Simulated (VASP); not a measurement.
# TlSnCl3 (Pm-3m) in VASP: further runs

Aim: see how the results for TlSnCl3 move with the level of theory and the settings. Levels: PBE, r2SCAN. Tasks: single point, relaxation of cell and atoms.

Program: VASP 6.6.1. These are calculated values, not measurements. Logs are shortened: lines on timing, memory, paths and dates and some standing lists are left out, and cuts for length are marked.

### Step 1. The cell of the first run

Symmetry: Pm-3m, No. 221, cubic system. Conventional cell: a = 5.577 Å, b = 5.577 Å, c = 5.577 Å, α = 90.00°, β = 90.00°, γ = 90.00°. Tl (site symmetry m-3m) has 12 Cl at 3.94 Å and 8 Sn at 4.83 Å within 5.2 Å. Within 3.7 Å of Sn (site symmetry m-3m) lie 6 Cl at 2.79 Å. Cl (site symmetry 4/mmm) has 2 Sn at 2.79 Å within 3.7 Å.

### Step 2. Single point, PBE

INCAR reads:

```
ALGO = Normal ; EDIFF = 1E-6
ENCUT = 520 ; GGA = PE
ISIF = 2 ; ISMEAR = -1
LASPH = True ; LCHARG = False
LREAL = False ; LWAVE = False
NBANDS = 32 ; NELM = 100
PREC = Accurate ; SIGMA = 0.02
```

KPOINTS reads:

```
k-points
0
Gamma
  6 6 6
```

POSCAR reads:

```
TlSnCl3
1.0
    5.5770921796      0.0000000000      0.0000000000
    0.0000000000      5.5770921796      0.0000000000
    0.0000000000      0.0000000000      5.5770921796
Tl Sn Cl
1 1 3
Direct
    0.0000000000      0.0000000000      0.0000000000
    0.5000000000      0.5000000000      0.5000000000
    0.5000000000      0.5000000000      0.0000000000
    0.5000000000      0.0000000000      0.5000000000
    0.0000000000      0.5000000000      0.5000000000
```

Potentials or basis: VASP PAW PBE potentials, release 64 (Tl_d, Sn_d, Cl).

Launch:

```
$ cat potpaw_PBE.64/Tl_d/POTCAR potpaw_PBE.64/Sn_d/POTCAR potpaw_PBE.64/Cl/POTCAR > POTCAR
$ mpirun -np 1 vasp_std > vasp.out
```

OUTCAR:

```text
EDIFF = 1E-6
   ENCUT = 520
   GGA = PE
   ISIF = 2
   ISMEAR = -1
   LASPH = True
   LREAL = False
   NELM = 100
   PREC = Accurate

 ion  position               nearest neighbor table
   1  0.000  0.000  0.000-
   2  0.500  0.500  0.500-   3 2.79   4 2.79   5 2.79   3 2.79   4 2.79   5 2.79
   3  0.500  0.500  0.000-   2 2.79   2 2.79
   4  0.500  0.000  0.500-   2 2.79   2 2.79
   5  0.000  0.500  0.500-   2 2.79   2 2.79

  LATTYP: Found a simple cubic cell.
 ALAT       =     5.5770921796

  Lattice vectors:

 A1 = (   5.5770921796,   0.0000000000,   0.0000000000)
 A2 = (   0.0000000000,   5.5770921796,   0.0000000000)
 A3 = (   0.0000000000,   0.0000000000,   5.5770921796)

Analysis of symmetry for initial positions (statically):
=====================================================================
 Subroutine PRICEL returns:
 Original cell was already a primitive cell.

 Routine SETGRP: Setting up the symmetry group for a
 simple cubic supercell.

 Subroutine GETGRP returns: Found 48 space group operations
 (whereof 48 operations were pure point group operations)
 out of a pool of 48 trial point group operations.

The static configuration has the point symmetry O_h .

Analysis of symmetry for dynamics (positions and initial velocities):
=====================================================================
 Subroutine PRICEL returns:
 Original cell was already a primitive cell.

 Routine SETGRP: Setting up the symmetry group for a
 simple cubic supercell.

 Subroutine GETGRP returns: Found 48 space group operations
 (whereof 48 operations were pure point group operations)
 out of a pool of 48 trial point group operations.

The dynamic configuration has the point symmetry O_h .

 Subroutine INISYM returns: Found 48 space group operations
 (whereof 48 operations are pure point group operations),
 and found     1 'primitive' translations

----------------------------------------------------------------------------------------

                                     Primitive cell

  volume of cell :     173.4696

  direct lattice vectors                    reciprocal lattice vectors
[... 83 lines left out ...]
   LNONCOLLINEAR =      F non collinear calculations
   LSORBIT =      F    spin-orbit coupling
   LASPH  =      T    aspherical Exc in radial PAW
   ENCUT  =  520.0 eV  38.22 Ry    6.18 a.u.  10.37 10.37 10.37*2*pi/ulx,y,z
   NELM   =    100;   NELMIN=  2; NELMDL= -5     # of ELM steps
   EDIFF  = 0.1E-05   stopping-criterion for ELM
   LREAL  =      F    real-space projection
   EDIFFG = 0.1E-04   stopping-criterion for IOM
   NSW    =      0    number of steps for IOM
   IBRION =     -1    ionic relax: 0-MD 1-quasi-New 2-CG
   NFREE  =      0    steps in history (QN), initial steepest desc. (CG)
   ISIF   =      2    stress and relaxation
   ISYM   =      2    0-nonsym 1-usesym 2-fastsym
   POTIM  = 0.5000    time-step for ionic-motion
   TEBEG  =    0.0;   TEEND  =   0.0 temperature during run
   PSTRESS=    0.0 pullay stress
   NELECT =      48.0000    total number of electrons
   NUPDOWN=      -1.0000    fix difference up-down
   EMIN   =  10.00;   EMAX   =-10.00  energy-range for DOS
   EFERMI =   0.00;   METHOD = LEGACY
   ISMEAR =    -1;   SIGMA  =   0.02  broadening in eV -4-tet -1-fermi 0-gaus
   EFERMI_NEDOS =   21; number of points for ismear=-14 and -15
   IALGO  =     38    algorithm
   IMIX   =      4    mixing-type and parameters
     AMIX     =   0.40;   BMIX     =  1.00
     AMIX_MAG =   1.60;   BMIX_MAG =  1.00
  volume/ion in A,a.u.               =      34.69       234.13
  Fermi-wavevector in a.u.,A,eV,Ry     =   1.066794  2.015949 15.484116  1.138050
  Thomas-Fermi vector in A             =   2.202390
   LORBIT       =      0    0 simple, 1 ext, 2 COOP (PROOUT), +10 PAW based schemes
   GGA     = PE    functional components
   LHFCALC =     F    Hartree Fock is set to
   AEXX    =    0.0000 exact exchange contribution
   IVDW    =     0    specifies the selected vdW correction
   LEPSILON=     F    determine dielectric tensor
   LRPA    =     F    only Hartree local field effects (RPA)
 non-spin polarized calculation
  energy-cutoff  :      520.00
  volume of cell :      173.47
 maximum number of plane-waves:      4700
 NGX is ok and might be reduce to    42
   NGX = 21   NGY = 21   NGZ = 21

 number of electron      48.0000011 magnetization

 Free energy of the ion-electron system (eV)
  ---------------------------------------------------
  ext. energy  EPLUGINS =         0.00000000
  ---------------------------------------------------
  free energy    TOTEN  =       -16.44726234 eV

  energy without entropy =      -16.44726234  energy(sigma->0) =      -16.44726234

 E-fermi :   3.4160     XC(G=0):  -7.7623

 val. band max:        3.0044513790   @ k =   0.5000   0.5000   0.5000
 cond. band min:       3.8881118523   @ k =   0.5000   0.0000   0.0000
 fundamental gap:      0.8836604733
 Fermi energy:         3.4159661477

 k-point     1 :       0.0000    0.0000    0.0000
  band No.  band energies     occupation
      1     -19.1092      2.00000
      2     -19.1092      2.00000
      3     -19.0756      2.00000
      4     -19.0756      2.00000
      5     -19.0756      2.00000
      6     -13.0069      2.00000
[... 689 lines left out ...]
     31       9.6968      0.00000
     32       9.6968      0.00000

------------------------ aborting loop because EDIFF is reached ----------------------------------------

  FORCE on cell =-STRESS in cart. coord.  units (eV):
  Direction    XX          YY          ZZ          XY          YZ          ZX
  --------------------------------------------------------------------------------------
  -------------------------------------------------------------------------------------
  Total       -0.0452004     -0.0452004     -0.0452004     -0.0000000     -0.0000000      0.0000000
  in kB       -0.4174742     -0.4174742     -0.4174742     -0.0000000     -0.0000000      0.0000000
  external PRESSURE =      -0.4174742 kB  Pullay stress =       0.0000000 kB

 VOLUME and BASIS-vectors are now :
 -----------------------------------------------------------------------------
  energy-cutoff  :      520.00
  volume of cell :      173.47
      direct lattice vectors                 reciprocal lattice vectors
     5.577092180  0.000000000  0.000000000     0.179304908  0.000000000  0.000000000
     0.000000000  5.577092180  0.000000000     0.000000000  0.179304908  0.000000000
     0.000000000  0.000000000  5.577092180     0.000000000  0.000000000  0.179304908

 POSITION                                       TOTAL-FORCE (eV/Angst)
 -----------------------------------------------------------------------------------
      0.00000      0.00000      0.00000         0.000000      0.000000      0.000000
      2.78855      2.78855      2.78855         0.000000      0.000000      0.000000
      2.78855      2.78855      0.00000         0.000000      0.000000      0.000000
      2.78855      0.00000      2.78855         0.000000      0.000000      0.000000
      0.00000      2.78855      2.78855         0.000000      0.000000      0.000000
 -----------------------------------------------------------------------------------
    total drift:                                0.000000     -0.000000     -0.000000

  FREE ENERGIE OF THE ION-ELECTRON SYSTEM (eV)
  ---------------------------------------------------
  free  energy   TOTEN  =       -16.4472623383 eV

  energy  without entropy=      -16.4472623383  energy(sigma->0) =      -16.44726234
```

OSZICAR:

```text
N       E                     dE             d eps       ncg     rms          rms(c)
DAV:   1     0.424509766657E+03    0.42451E+03   -0.21844E+04  1280   0.149E+03
DAV:   2     0.415306728157E+02   -0.38298E+03   -0.36300E+03  1432   0.393E+02
DAV:   3    -0.152345360381E+02   -0.56765E+02   -0.54636E+02  1632   0.131E+02
DAV:   4    -0.175851596909E+02   -0.23506E+01   -0.23433E+01  1480   0.293E+01
DAV:   5    -0.176551081145E+02   -0.69948E-01   -0.69941E-01  1832   0.547E+00    0.640E+00
DAV:   6    -0.165832234642E+02    0.10719E+01   -0.15989E+00  1856   0.675E+00    0.388E+00
DAV:   7    -0.164619439710E+02    0.12128E+00   -0.56081E-01  1560   0.289E+00    0.203E+00
DAV:   8    -0.164496293947E+02    0.12315E-01   -0.11146E-01  1584   0.200E+00    0.376E-01
DAV:   9    -0.164466144709E+02    0.30149E-02   -0.19847E-02  1664   0.738E-01    0.174E-01
DAV:  10    -0.164472760341E+02   -0.66156E-03   -0.26682E-03  1576   0.293E-01    0.664E-02
DAV:  11    -0.164472539767E+02    0.22057E-04   -0.46716E-04  1592   0.956E-02    0.173E-02
DAV:  12    -0.164472607983E+02   -0.68216E-05   -0.66423E-05  1608   0.475E-02    0.753E-03
DAV:  13    -0.164472619013E+02   -0.11030E-05   -0.31339E-06  1384   0.121E-02    0.384E-03
DAV:  14    -0.164472623383E+02   -0.43704E-06   -0.69734E-07  1104   0.525E-03
   1 F= -.16447262E+02 E0= -.16447262E+02  d E =-.546043E-11
```

stdout:

```text
POSCAR found type information on POSCAR TlSnCl
 POSCAR found :  3 types and       5 ions
 scaLAPACK will be used
 LDA part: xc-table for (Slater+PW92), standard interpolation
 POSCAR, INCAR and KPOINTS ok, starting setup
 FFT: planning ... GRIDC
 FFT: planning ... GRID_SOFT
 FFT: planning ... GRID
 WAVECAR not read
 entering main loop
```

Run time: 58 s. Hardware: 1 thread of AMD EPYC 9R45 (Zen 5), shared host; peak memory 0.28 GiB.

What came out:

```yaml
Free_energy: -16.4473 eV
Pressure: 0.0 GPa
Band_gap_on_the_k_mesh: 0.88 eV, indirect (least direct gap 0.94 eV)
```

Levels at points of the mesh, in eV from the valence-band top:
```csv
k point,band 20,band 21,band 22,band 23,band 24,band 25,band 26,band 27,band 28,band 29
"(0.00, 0.00, 0.00)",-3.53,-3.53,-3.49,-3.49,-3.49,2.41,2.41,2.41,5.01,5.01
"(0.50, 0.00, 0.00)",-3.63,-3.57,-3.46,-3.46,-2.21,0.88,1.91,2.01,2.01,4.45
"(0.50, 0.50, 0.00)",-3.84,-3.67,-3.67,-3.06,-1.06,1.27,1.27,1.64,1.80,1.80
"(0.50, 0.50, 0.50)",-3.84,-3.06,-3.06,-3.06,0.00,0.94,0.94,0.94,2.17,2.17
```

Caveat: spin-orbit coupling is left out, which moves the levels of the heavy elements.

### Step 3. Relaxation of cell and atoms, PBE

This run uses another cell than the first one, of 21.82 Å³/atom, 0.629 times its volume.

INCAR reads:

```
PREC = Accurate
ENCUT = 600
EDIFF = 1E-7
ISMEAR = -1
SIGMA = 0.02
LREAL = False
LASPH = True
NELM = 100
ALGO = Normal
ISIF = 3
LWAVE = False
LCHARG = False
GGA = PE
IBRION = 2
NSW = 80
EDIFFG = -0.005
```

KPOINTS reads:

```
Automatic mesh
0
Gamma
  6 6 6
```

POSCAR, as its differences from that of step 2:

```diff
@@ -2,5 +2,5 @@
 1.0
-    5.5770921796      0.0000000000      0.0000000000
-    0.0000000000      5.5770921796      0.0000000000
-    0.0000000000      0.0000000000      5.5770921796
+    4.7784916000      0.0000000000      0.0000000000
+    0.0000000000      4.7784916000      0.0000000000
+    0.0000000000      0.0000000000      4.7784916000
 Tl Sn Cl
```

Potentials or basis: VASP PAW PBE potentials, release 64 (Tl_d, Sn_d, Cl).

Launch:

```
$ cat potpaw_PBE.64/Tl_d/POTCAR potpaw_PBE.64/Sn_d/POTCAR potpaw_PBE.64/Cl/POTCAR > POTCAR
$ mpirun -np 1 vasp_std > vasp.out
```

OUTCAR:

```text
PREC = Accurate
   ENCUT = 600
   EDIFF = 1E-7
   ISMEAR = -1
   LREAL = False
   LASPH = True
   NELM = 100
   ISIF = 3
   GGA = PE
   IBRION = 2
   NSW = 80
   EDIFFG = -0.005

 ion  position               nearest neighbor table
   1  0.000  0.000  0.000-   3 3.38   4 3.38   5 3.38   4 3.38   5 3.38   3 3.38   5 3.38   5 3.38
                             3 3.38   4 3.38   4 3.38   3 3.38
   2  0.500  0.500  0.500-   3 2.39   4 2.39   5 2.39   3 2.39   4 2.39   5 2.39
   3  0.500  0.500  0.000-   2 2.39   2 2.39   1 3.38   1 3.38   1 3.38   1 3.38
   4  0.500  0.000  0.500-   2 2.39   2 2.39   1 3.38   1 3.38   1 3.38   1 3.38
   5  0.000  0.500  0.500-   2 2.39   2 2.39   1 3.38   1 3.38   1 3.38   1 3.38

  LATTYP: Found a simple cubic cell.
 ALAT       =     4.7784916000

  Lattice vectors:

 A1 = (   4.7784916000,   0.0000000000,   0.0000000000)
 A2 = (   0.0000000000,   4.7784916000,   0.0000000000)
 A3 = (   0.0000000000,   0.0000000000,   4.7784916000)

Analysis of symmetry for initial positions (statically):
[... 181 lines left out ...]
 fundamental gap:      0.0888327231
 Fermi energy:         8.5966743810

 k-point     1 :       0.0000    0.0000    0.0000
  band No.  band energies     occupation
      1     -14.7799      2.00000
      2     -14.7799      2.00000
      3     -14.3811      2.00000
      4     -14.3811      2.00000
      5     -14.3811      2.00000
      6     -11.2704      2.00000
[... 725 lines left out ...]
--------------------------------------- Ionic step        4  -------------------------------------------

 number of electron      47.9999991 magnetization

 Free energy of the ion-electron system (eV)
  ---------------------------------------------------
  ext. energy  EPLUGINS =         0.00000000
  ---------------------------------------------------
  free energy    TOTEN  =       -16.42390766 eV

  energy without entropy =      -16.42390766  energy(sigma->0) =      -16.42390766

 E-fermi :   3.4112     XC(G=0):  -7.7659

 val. band max:        3.0175225574   @ k =   0.5000   0.5000   0.5000
 cond. band min:       3.8943698927   @ k =   0.5000   0.0000   0.0000
 fundamental gap:      0.8768473354
 Fermi energy:         3.4111538442

 k-point     1 :       0.0000    0.0000    0.0000
  band No.  band energies     occupation
      1     -19.1009      2.00000
      2     -19.1009      2.00000
      3     -19.0672      2.00000
      4     -19.0672      2.00000
      5     -19.0672      2.00000
      6     -13.0047      2.00000
[... 641 lines left out ...]
  FREE ENERGIE OF THE ION-ELECTRON SYSTEM (eV)
  ---------------------------------------------------
  free  energy   TOTEN  =       -16.4239076564 eV

  energy  without entropy=      -16.4239076564  energy(sigma->0) =      -16.42390766

 reached required accuracy - stopping structural energy minimisation
```

CONTCAR:

```text
TlSnCl3
   1.00000000000000
     5.5755134926283176    0.0000000000000000    0.0000000000000000
     0.0000000000000000    5.5755134926283176    0.0000000000000000
    -0.0000000000000000   -0.0000000000000000    5.5755134926283176
  Tl              Sn              Cl
     1     1     3
Direct
     0.0000000000000000    0.0000000000000000    0.0000000000000000
     0.5000000000000000    0.5000000000000000    0.5000000000000000
     0.5000000000000000    0.5000000000000000    0.0000000000000000
     0.5000000000000000    0.0000000000000000    0.5000000000000000
     0.0000000000000000    0.5000000000000000    0.5000000000000000

  0.00000000E+00  0.00000000E+00  0.00000000E+00
  0.00000000E+00  0.00000000E+00  0.00000000E+00
  0.00000000E+00  0.00000000E+00  0.00000000E+00
  0.00000000E+00  0.00000000E+00  0.00000000E+00
  0.00000000E+00  0.00000000E+00  0.00000000E+00
```

Wall time 2.1 min (1 thread of AMD EPYC 9R45 (Zen 5), shared host); peak memory 0.26 GiB.

What came out:

- Free energy: -16.4239 eV
- Relaxed volume: 34.66 Å³/atom
- Relaxed cell: a = 5.576 Å, b = 5.576 Å, c = 5.576 Å, α = 90.00°, β = 90.00°, γ = 90.00°
- Space group after relaxing (to 0.05 Å): Pm-3m (No. 221)
- Energy gained by relaxing: 749.4 meV/atom
- Ionic steps: 4
- Pressure after relaxing: 0.0 GPa
- Band gap on the k mesh: 0.88 eV, indirect (least direct gap 0.93 eV)

The path:
```
step  energy change (eV)  largest force (eV/Å)  pressure (GPa)  volume (Å³)
   1              0.0000                0.0000           27.68       109.11
   2             -3.7282                0.0000           -0.84       180.14
   3             -3.7451                0.0000            0.30       171.03
   4             -3.7471                0.0000           -0.02       173.32
```

Final structure:
```
Tl Sn Cl
1.0
     5.57551    0.00000    0.00000
     0.00000    5.57551    0.00000
     0.00000    0.00000    5.57551
Tl Sn Cl
1 1 3
Cartesian
  0.0000 0.0000 0.0000
  2.7878 2.7878 2.7878
  2.7878 2.7878 0.0000
  2.7878 0.0000 2.7878
  0.0000 2.7878 2.7878
```

Caveat: the volume moved by over 15 % at a fixed basis, so the end points are rough; spin-orbit coupling is left out, which moves the levels of the heavy elements.

### Step 4. Single point, r2SCAN

This run uses another cell than the first one, of 33.59 Å³/atom, 0.968 times its volume.

POSCAR, as its differences from that of step 3:

```diff
@@ -2,5 +2,5 @@
 1.0
-    4.7784916000      0.0000000000      0.0000000000
-    0.0000000000      4.7784916000      0.0000000000
-    0.0000000000      0.0000000000      4.7784916000
+    5.5173601512      0.0000000000      0.0000000000
+    0.0000000000      5.5173601512      0.0000000000
+    0.0000000000      0.0000000000      5.5173601512
 Tl Sn Cl
```

INCAR.step1 reads:

```
SYSTEM = TlSnCl3
PREC = Accurate ; ENCUT = 520
ISMEAR = 0 ; SIGMA = 0.01
LREAL = .FALSE. ; LASPH = .TRUE.
NELM = 100 ; NBANDS = 32
GGA = PE ; ALGO = Normal
EDIFF = 1E-4 ; LWAVE = .TRUE.
LCHARG = .FALSE.
```

INCAR.step2 reads:

```
SYSTEM = TlSnCl3
PREC = Accurate ; ENCUT = 520
EDIFF = 1E-6 ; ISMEAR = 0
SIGMA = 0.01 ; LREAL = .FALSE.
LASPH = .TRUE. ; NELM = 100
ALGO = Normal ; ISIF = 2
LWAVE = .FALSE. ; LCHARG = .FALSE.
METAGGA = R2SCAN ; LMIXTAU = .TRUE.
NBANDS = 32 ; ISTART = 1
```

KPOINTS reads:

```
regular mesh
0
G
  6 6 6
  0 0 0
```

Launch:

```
$ cat potpaw_PBE.64/Tl_d/POTCAR potpaw_PBE.64/Sn_d/POTCAR potpaw_PBE.64/Cl/POTCAR > POTCAR
$ cp INCAR.step1 INCAR
$ mpirun -np 1 vasp_std > vasp.out
$ cp INCAR.step2 INCAR
$ mpirun -np 1 vasp_std > vasp.out
```

Run time: 3.2 min. Hardware: 1 thread of AMD EPYC 9R45 (Zen 5), shared host; peak memory 0.32 GiB.

It converged, with:

```yaml
Free_energy: -101.4247 eV
Pressure: -0.2 GPa
Band_gap_on_the_k_mesh: 0.73 eV, indirect (least direct gap 0.92 eV)
```

Levels at points of the mesh, in eV from the valence-band top:
| k point | band 20 | band 21 | band 22 | band 23 | band 24 | band 25 | band 26 | band 27 | band 28 | band 29 |
| --- | --- | --- | --- | --- | --- | --- | --- | --- | --- | --- |
| (0.00, 0.00, 0.00) | -4.20 | -4.20 | -4.17 | -4.17 | -4.17 | 2.41 | 2.41 | 2.41 | 4.87 | 4.87 |
| (0.50, 0.00, 0.00) | -4.25 | -4.24 | -4.14 | -4.14 | -2.51 | 0.73 | 1.95 | 1.95 | 1.98 | 4.68 |
| (0.50, 0.50, 0.00) | -4.51 | -4.36 | -4.36 | -3.70 | -1.20 | 1.26 | 1.26 | 1.54 | 1.73 | 1.73 |
| (0.50, 0.50, 0.50) | -4.51 | -3.70 | -3.70 | -3.70 | 0.00 | 0.92 | 0.92 | 0.92 | 2.13 | 2.13 |

Caveat: the PAW data sets were made with another functional, which shifts forces and pressure a little; spin-orbit coupling is left out, which moves the levels of the heavy elements.

### Step 5. Summary

| task | level | cell | cutoff (eV) | smearing | gap on the mesh (eV) | pressure (GPa) |
| --- | --- | --- | --- | --- | --- | --- |
| single point | PBE | a = 5.577 Å, 5 atoms | 520 | fermi-dirac 0.02 eV | 0.88 | 0.0 |
| relaxation of cell and atoms | PBE | relaxed from a = 4.778 Å, 5 atoms | 600 | fermi-dirac 0.02 eV | 0.88 | 0.0 |
| single point | r2SCAN | a = 5.517 Å, 5 atoms | 520 | gaussian 0.01 eV | 0.73 | -0.2 |

Alike in all rows: potentials or basis VASP PAW PBE potentials, release 64 (Tl_d, Sn_d, Cl); no spin polarisation; k mesh 6 × 6 × 6.

Caveats: spin-orbit coupling is left out, which moves the levels of the heavy elements; the volume moved by over 15 % at a fixed basis, so the end points are rough (some runs); the PAW data sets were made with another functional, which shifts forces and pressure a little (some runs).

Absolute energies hang on the potentials; compare differences alone.
